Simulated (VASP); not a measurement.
# B4Ru (P4/mmm) in VASP: a series of runs, part 2 of 2

VASP 6.6.1. Earlier steps stand in the parts before.

## Step 4: Relaxation of cell and atoms, PBE

INCAR

```
SYSTEM = B4Ru
PREC = Accurate
ENCUT = 600
EDIFF = 1E-6
ISMEAR = 0
SIGMA = 0.1
LREAL = .False.
LASPH = .True.
NELM = 80
ALGO = Normal
ISIF = 3
LWAVE = .False.
LCHARG = .False.
GGA = PE
IBRION = 2
NSW = 90
EDIFFG = -0.04
```

KPOINTS

```
Automatic mesh
0
Gamma
  6 6 4
  0 0 0
```

POSCAR

```
B4Ru
1.0
    3.1329089100      0.0000000000      0.0000000000
    0.0000000000      3.1329089100      0.0000000000
    0.0000000000      0.0000000000      5.0554684800
B Ru
4 1
Direct
    0.5000000000      0.5000000000      0.2586605000
    0.5000000000      0.5000000000      0.7413395000
    0.0000000000      0.0000000000      0.0000000000
    0.5000000000      0.5000000000      0.5000000000
    0.5000000000      0.5000000000      0.0000000000
```

On the command line:

```console
$ cat potpaw_PBE.64/B/POTCAR potpaw_PBE.64/Ru_pv/POTCAR > POTCAR
$ mpirun -np 1 vasp_std > vasp.out
```

Wall time 6.8 min (1 thread of Intel Xeon 6975P-C (Granite Rapids), shared host); peak memory 0.21 GiB.

Results (log left out):

```
Free energy                            : -30.6186 eV
Relaxed volume                         : 12.72 Å³/atom
Relaxed cell                           : a = 2.942 Å, b = 2.942 Å, c = 7.345 Å, α = 90.00°, β = 90.00°, γ = 90.00°
Space group after relaxing (to 0.05 Å) : P4/mmm (No. 123)
Energy gained by relaxing              : 5099.9 meV/atom
Ionic steps                            : 41
Pressure after relaxing                : 0.0 GPa
Largest force after relaxing           : 0.016 eV/Å
Band gap on the k mesh                 : zero (band 13 reaches 6.16 eV, above the bottom of band 14 at 3.80 eV)
```

Forces in eV/Å, atoms in the order of the input:
```
B    0.000  0.000 -0.016
B    0.000  0.000  0.016
B    0.000  0.000  0.000
B    0.000  0.000  0.000
Ru   0.000  0.000  0.000
```

Stress tensor (GPa, compression positive):
```
-0.03  0.00  0.00
 0.00 -0.03  0.00
 0.00  0.00  0.20
```

Step by step:
```csv
step,energy change (eV),largest force (eV/Å),pressure (GPa),volume (Å³)
1,0.0000,23.6559,179.01,49.62
3,142.3749,358.1811,376.95,53.13
5,135.4682,338.6499,391.10,50.63
7,133.7093,333.1966,396.93,49.87
9,133.2941,331.8622,398.52,49.68
11,133.1919,331.5270,398.92,49.64
13,133.1664,331.4443,399.01,49.62
15,133.1601,331.4285,399.11,49.62
17,133.1585,331.4191,399.05,49.62
19,133.1581,331.4173,399.05,49.62
21,-6.3937,36.9879,111.75,54.27
23,-16.5566,5.3887,64.99,56.76
25,-17.8480,6.9044,55.42,57.93
27,-24.4339,1.0754,6.42,66.31
29,-25.0513,0.9139,-13.23,72.41
31,-25.1244,0.7599,-9.26,70.80
33,-25.3685,0.1933,-6.90,68.04
35,-25.4794,0.5030,-3.08,64.78
37,-25.4993,0.1114,0.06,63.60
39,-25.4993,0.0922,0.19,63.55
41,-25.4997,0.0164,0.05,63.58
```

Final structure:
```cif
data_structure
_symmetry_space_group_name_H-M 'P 1'
_symmetry_Int_Tables_number 1
_cell_length_a 2.9421
_cell_length_b 2.9421
_cell_length_c 7.3446
_cell_angle_alpha 90.000
_cell_angle_beta 90.000
_cell_angle_gamma 90.000
_cell_volume 63.58
loop_
_atom_site_label
_atom_site_type_symbol
_atom_site_fract_x
_atom_site_fract_y
_atom_site_fract_z
_atom_site_occupancy
B1 B 0.50000 0.50000 0.28231 1
B2 B 0.50000 0.50000 0.71769 1
B3 B 0.00000 0.00000 0.00000 1
B4 B 0.50000 0.50000 0.50000 1
Ru1 Ru 0.50000 0.50000 0.00000 1
```

Levels at points of the mesh, in eV from the Fermi level:
| k point | band 11 | band 12 | band 13 | band 14 | band 15 | band 16 |
| --- | --- | --- | --- | --- | --- | --- |
| (0.00, 0.00, 0.00) | -1.63 | -1.63 | 1.40 | 1.40 | 2.54 | 2.54 |
| (0.50, 0.00, 0.00) | -3.27 | -1.31 | -1.00 | 0.50 | 0.54 | 2.68 |
| (0.50, 0.50, 0.00) | -3.01 | -1.15 | -1.15 | 0.16 | 0.45 | 1.68 |
| (0.00, 0.00, 0.50) | -1.66 | -1.66 | 1.74 | 1.74 | 2.36 | 2.36 |
| (0.50, 0.00, 0.50) | -2.67 | -1.93 | -1.33 | -0.45 | 0.57 | 3.05 |
| (0.50, 0.50, 0.50) | -2.51 | -1.30 | -1.30 | -0.06 | 0.16 | 0.90 |

Caveat: the volume moved by over 15 % at a fixed basis, so the end points are rough.

## Step 5: Single point, PBE

This run uses another cell than the first one, of 12.74 Å³/atom, 1.284 times its volume.

INCAR

```
SYSTEM = B4Ru
ALGO = Normal
EDIFF = 1E-6
ENCUT = 520
GGA = PE
ISIF = 2
ISMEAR = 0
LASPH = .TRUE.
LCHARG = .FALSE.
LREAL = .FALSE.
LWAVE = .FALSE.
NBANDS = 21
NELM = 80
PREC = Accurate
SIGMA = 0.1
```

KPOINTS

```
k-points
0
G
  12 12 6
  0 0 0
```

POSCAR

```
B4Ru
1.0
    2.9462255319      0.0000000000      0.0000000000
    0.0000000000      2.9462255319      0.0000000000
    0.0000000000      0.0000000000      7.3373874367
B Ru
4 1
Direct
    0.5000000000      0.5000000000      0.2826787654
    0.5000000000      0.5000000000      0.7173212346
    0.0000000000      0.0000000000      0.0000000000
    0.5000000000      0.5000000000      0.5000000000
    0.5000000000      0.5000000000      0.0000000000
```

On the command line:

```console
$ cat potpaw_PBE.64/B/POTCAR potpaw_PBE.64/Ru_pv/POTCAR > POTCAR
$ mpirun -np 1 vasp_std > vasp.out
```

Run time: 53 s. Hardware: 1 thread of Intel Xeon 6975P-C (Granite Rapids), shared host; peak memory 0.26 GiB.

The run converged. Its results:

```
Free energy            : -30.6028 eV
Pressure               : -0.1 GPa
Largest force          : 0.003 eV/Å
Band gap on the k mesh : zero (band 13 reaches 6.18 eV, above the bottom of band 14 at 3.75 eV)
```

Forces on the atoms (eV/Å):
```
B    0.000  0.000 -0.003
B    0.000  0.000  0.003
B    0.000  0.000  0.000
B    0.000  0.000  0.000
Ru   0.000  0.000  0.000
```

Stress tensor (GPa, compression positive):
```
-0.05  0.00  0.00
 0.00 -0.05  0.00
 0.00  0.00 -0.14
```

Levels at points of the mesh, in eV from the Fermi level:
```csv
k point,band 11,band 12,band 13,band 14,band 15,band 16
"(0.00, 0.00, 0.00)",-1.59,-1.59,1.46,1.46,2.61,2.61
"(0.50, 0.00, 0.00)",-3.14,-1.27,-0.93,0.53,0.64,2.77
"(0.50, 0.50, 0.00)",-2.93,-1.06,-1.06,0.20,0.50,0.99
"(0.00, 0.00, 0.50)",-1.63,-1.63,1.77,1.77,2.46,2.46
"(0.50, 0.00, 0.50)",-2.54,-1.87,-1.30,-0.35,0.60,3.14
"(0.50, 0.50, 0.50)",-2.46,-1.18,-1.18,-0.02,0.20,0.95
```

## Step 6: Single point, PBE, collinear spin, ferromagnetic start

This run uses another cell than the first one, of 12.74 Å³/atom, 1.284 times its volume.

INCAR

```
PREC     = Accurate       # precision mode
ENCUT    = 520            # plane-wave cutoff, eV
EDIFF    = 1E-6           # SCF threshold, eV
ISMEAR   = 0              # smearing method
SIGMA    = 0.1            # smearing width, eV
LREAL    = False          # projectors in reciprocal space
LASPH    = True           # aspherical terms in the spheres
NELM     = 150            # most SCF steps
ALGO     = Normal         # electronic algorithm
ISIF     = 2              # what is computed and relaxed
LWAVE    = False          # write WAVECAR
LCHARG   = False          # write CHGCAR
ISPIN    = 2              # spin polarisation
MAGMOM   = 0 0 0 0 1      # initial moments
LORBIT   = 11             # projections on sites
LMAXMIX  = 4              # l up to which the mixer works
GGA      = PE             # functional
NBANDS   = 25             # bands
```

KPOINTS

```
Automatic mesh
0
Gamma
  6 6 4
```

POSCAR

```
B4Ru
1.0
    2.9426465596      0.0000000000      0.0000000000
    0.0000000000      2.9426465596      0.0000000000
    0.0000000000      0.0000000000      7.3556108151
B Ru
4 1
Direct
    0.5000000000      0.5000000000      0.2822810484
    0.5000000000      0.5000000000      0.7177189516
    0.0000000000      0.0000000000      0.0000000000
    0.5000000000      0.5000000000      0.5000000000
    0.5000000000      0.5000000000      0.0000000000
```

Potentials or basis: VASP PAW PBE potentials, release 64 (B, Ru_pv).

On the command line:

```console
$ cat potpaw_PBE.64/B/POTCAR potpaw_PBE.64/Ru_pv/POTCAR > POTCAR
$ mpirun -np 1 vasp_std > vasp.out
```

Wall time 35 s (1 thread of Intel Xeon 6975P-C (Granite Rapids), shared host); peak memory 0.23 GiB.

The run converged. Its results:

```
Free energy                                           : -30.6425 eV
Pressure                                              : -0.1 GPa
Largest force                                         : 0.008 eV/Å
Band gap on the k mesh                                : zero (filled and empty bands overlap)
Net moment                                            : 0.00 μB per cell
Valence electrons inside the program's atomic spheres : B 1.70, 1.76, 1.85; Ru 13.03
```

Forces on the atoms (eV/Å):
```
B    0.000  0.000 -0.008
B    0.000  0.000  0.008
B    0.000  0.000  0.000
B    0.000  0.000  0.000
Ru   0.000  0.000  0.000
```

Levels at points of the mesh, in eV from the Fermi level:
Spin up:
| k point | band 10 | band 11 | band 12 | band 13 | band 14 | band 15 | band 16 | band 17 |
| --- | --- | --- | --- | --- | --- | --- | --- | --- |
| (0.00, 0.00, 0.00) | -1.68 | -1.62 | -1.62 | 1.41 | 1.41 | 2.55 | 2.55 | 3.26 |
| (0.50, 0.00, 0.00) | -4.99 | -3.26 | -1.30 | -1.00 | 0.50 | 0.53 | 2.69 | 3.69 |
| (0.50, 0.50, 0.00) | -3.00 | -3.00 | -1.15 | -1.15 | 0.17 | 0.45 | 0.95 | 1.67 |
| (0.00, 0.00, 0.50) | -1.68 | -1.65 | -1.65 | 1.75 | 1.75 | 2.36 | 2.36 | 2.75 |
| (0.50, 0.00, 0.50) | -3.94 | -2.66 | -1.94 | -1.32 | -0.45 | 0.57 | 3.05 | 3.83 |
| (0.50, 0.50, 0.50) | -2.50 | -2.50 | -1.29 | -1.29 | -0.07 | 0.17 | 0.91 | 1.21 |
Spin down:
```csv
k point,band 11,band 12,band 13,band 14,band 15,band 16
"(0.00, 0.00, 0.00)",-1.62,-1.62,1.41,1.41,2.55,2.55
"(0.50, 0.00, 0.00)",-3.26,-1.30,-1.00,0.50,0.53,2.69
"(0.50, 0.50, 0.00)",-3.00,-1.15,-1.15,0.17,0.45,0.95
"(0.00, 0.00, 0.50)",-1.65,-1.65,1.75,1.75,2.36,2.36
"(0.50, 0.00, 0.50)",-2.66,-1.94,-1.32,-0.45,0.57,3.05
"(0.50, 0.50, 0.50)",-2.50,-1.29,-1.29,-0.07,0.17,0.91
```

## Step 7: Relaxation of cell and atoms, PBE

This run uses another cell than the first one, of 12.74 Å³/atom, 1.284 times its volume.

INCAR

```
SYSTEM = B4Ru
PREC     = Accurate       ! precision mode
ENCUT    = 600            ! plane-wave cutoff, eV
EDIFF    = 1E-7           ! SCF threshold, eV
ISMEAR   = 0              ! smearing method
SIGMA    = 0.1            ! smearing width, eV
LREAL    = .FALSE.        ! projectors in reciprocal space
LASPH    = .TRUE.         ! aspherical terms in the spheres
NELM     = 100            ! most SCF steps
ALGO     = Normal         ! electronic algorithm
ISIF     = 3              ! what is computed and relaxed
LWAVE    = .FALSE.        ! write WAVECAR
LCHARG   = .FALSE.        ! write CHGCAR
GGA      = PE             ! functional
IBRION   = 2              ! ionic algorithm
NSW      = 100            ! ionic steps
EDIFFG   = -0.01          ! ionic threshold
```

KPOINTS

```
Automatic mesh
0
G
  12 12 6
  0 0 0
```

POSCAR is that of step 6.

On the command line:

```console
$ cat potpaw_PBE.64/B/POTCAR potpaw_PBE.64/Ru_pv/POTCAR > POTCAR
$ mpirun -np 1 vasp_std > vasp.out
```

Wall time 2 min (1 thread of Intel Xeon 6975P-C (Granite Rapids), shared host); peak memory 0.29 GiB.

Results (log left out):

* Free energy: -30.6049 eV
* Relaxed volume: 12.74 Å³/atom
* Relaxed cell: a = 2.946 Å, b = 2.946 Å, c = 7.337 Å, α = 90.00°, β = 90.00°, γ = 90.00°
* Space group after relaxing (to 0.05 Å): P4/mmm (No. 123)
* Energy gained by relaxing: 0.3 meV/atom
* Ionic steps: 4
* Pressure after relaxing: 0.0 GPa
* Largest force after relaxing: 0.010 eV/Å
* Band gap on the k mesh: zero (band 13 reaches 6.18 eV, above the bottom of band 14 at 3.75 eV)

Forces in eV/Å, atoms in the order of the input:
```
B    0.000  0.000 -0.010
B    0.000  0.000  0.010
B    0.000  0.000  0.000
B    0.000  0.000  0.000
Ru   0.000  0.000  0.000
```

Step by step:
| step | energy change (eV) | largest force (eV/Å) | pressure (GPa) | volume (Å³) |
| --- | --- | --- | --- | --- |
| 1 | 0.0000 | 0.1279 | -0.35 | 63.69 |
| 2 | 0.0009 | 0.1527 | 0.83 | 63.44 |
| 3 | -0.0013 | 0.0089 | 0.15 | 63.58 |
| 4 | -0.0014 | 0.0096 | -0.04 | 63.68 |

Final structure:
```
B Ru
1.0
     2.94597    0.00000    0.00000
     0.00000    2.94597    0.00000
     0.00000    0.00000    7.33705
B Ru
4 1
Cartesian
  1.4730 1.4730 2.0743
  1.4730 1.4730 5.2628
  0.0000 2.9460 0.0000
  1.4730 1.4730 3.6685
  1.4730 1.4730 0.0000
```

Levels at points of the mesh, in eV from the Fermi level:
```
           k point  band 10  band 11  band 12  band 13  band 14  band 15  band 16  band 17
(0.00, 0.00, 0.00)    -1.65    -1.59    -1.59     1.46     1.46     2.61     2.61     3.31
(0.50, 0.00, 0.00)    -4.95    -3.14    -1.27    -0.93     0.53     0.64     2.77     3.85
(0.50, 0.50, 0.00)    -2.93    -2.93    -1.06    -1.06     0.20     0.50     0.99     1.77
(0.00, 0.00, 0.50)    -1.65    -1.63    -1.63     1.77     1.77     2.46     2.46     2.82
(0.50, 0.00, 0.50)    -3.87    -2.54    -1.87    -1.30    -0.35     0.60     3.14     3.91
(0.50, 0.50, 0.50)    -2.46    -2.46    -1.18    -1.18    -0.02     0.20     0.95     1.30
```

## Step 8: The runs side by side

| task | spin | cell | k mesh | cutoff (eV) | gap on the mesh (eV) | pressure (GPa) | relaxed volume (Å³/atom) | largest force (eV/Å) |
| --- | --- | --- | --- | --- | --- | --- | --- | --- |
| single point | off | a = 3.133, b = 3.133, c = 5.055 Å, 5 atoms | 6 × 6 × 4 | 520 | none | 179.0 | - | 23.68 |
| single point | off | a = 2.943, b = 2.943, c = 7.356 Å, 5 atoms | 6 × 6 × 4 | 520 | none | -0.1 | - | 0.01 |
| relaxation of cell and atoms | off | relaxed from a = 3.133, b = 3.133, c = 5.055 Å, 5 atoms | 6 × 6 × 4 | 600 | none | 0.0 | 12.72 | 0.02 |
| single point | off | a = 2.946, b = 2.946, c = 7.337 Å, 5 atoms | 12 × 12 × 6 | 520 | none | -0.1 | - | - |
| single point | collinear, ferromagnetic start | a = 2.943, b = 2.943, c = 7.356 Å, 5 atoms | 6 × 6 × 4 | 520 | none | -0.1 | - | 0.01 |
| relaxation of cell and atoms | off | relaxed from a = 2.943, b = 2.943, c = 7.356 Å, 5 atoms | 12 × 12 × 6 | 600 | none | 0.0 | 12.74 | 0.01 |

Alike in all rows: level PBE; potentials or basis VASP PAW PBE potentials, release 64 (B, Ru_pv); smearing gaussian 0.1 eV.

Caveats: forces of over 1 eV/Å act on the atoms, so gaps and moduli don't describe the material at rest (some runs); the volume moved by over 15 % at a fixed basis, so the end points are rough (some runs).

Absolute energies hang on the potentials; compare differences alone.
